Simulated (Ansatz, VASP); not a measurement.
**CdF2 in VASP and in Ansatz**

```
Cd F
1.0
     5.20576    0.00000    0.00000
     0.00000    5.20576    0.00000
     0.00000    0.00000    3.53591
Cd F
2 4
Direct
  0.00000 0.00000 0.00000
  0.50000 0.50000 0.50000
  0.30709 0.30709 0.00000
  0.19291 0.80709 0.50000
  0.69291 0.69291 0.00000
  0.80709 0.19291 0.50000
```

Change from the starting cell: species swapped into the MnO2 type (P4_2/mnm, No. 136).

Alike in both runs: functional PBE; k mesh 3 × 3 × 4; occupations gaussian, width 0.15 eV; no spin polarisation.

Ansatz relaxed the structure, and its values are those at the end. VASP's run is a single point on that final structure, the one shown.

|  | VASP | Ansatz |
| --- | --- | --- |
| version | VASP 6.6.1 | Ansatz 0.2.0 |
| potentials or method | VASP PAW PBE potentials, release 64 (Cd, F), cutoff 520 eV | scalar-relativistic, plane waves, PAW |
| valence electrons in the cell | 52 | 68 |

Ansatz gave:

| Item | Value |
| --- | --- |
| gap on the k mesh at the Fermi level (eV) | 2.94 |
| least direct gap on the mesh (eV) | 2.94 |
| pressure (GPa) | 0.3 |
| rms of the force components (eV/Å) | 0.012 |

Q: Estimate VASP's values.

A: gap on the k mesh at the Fermi level (eV): 2.91; least direct gap on the mesh (eV): 2.91; pressure (GPa): 1.0; rms of the force components (eV/Å): 0.019.

VASP's potentials hold 52 valence electrons a cell and Ansatz's 68, so a difference there can come from the potentials and not from the codes.

The k mesh is coarse, so the values compare programs but aren't converged.
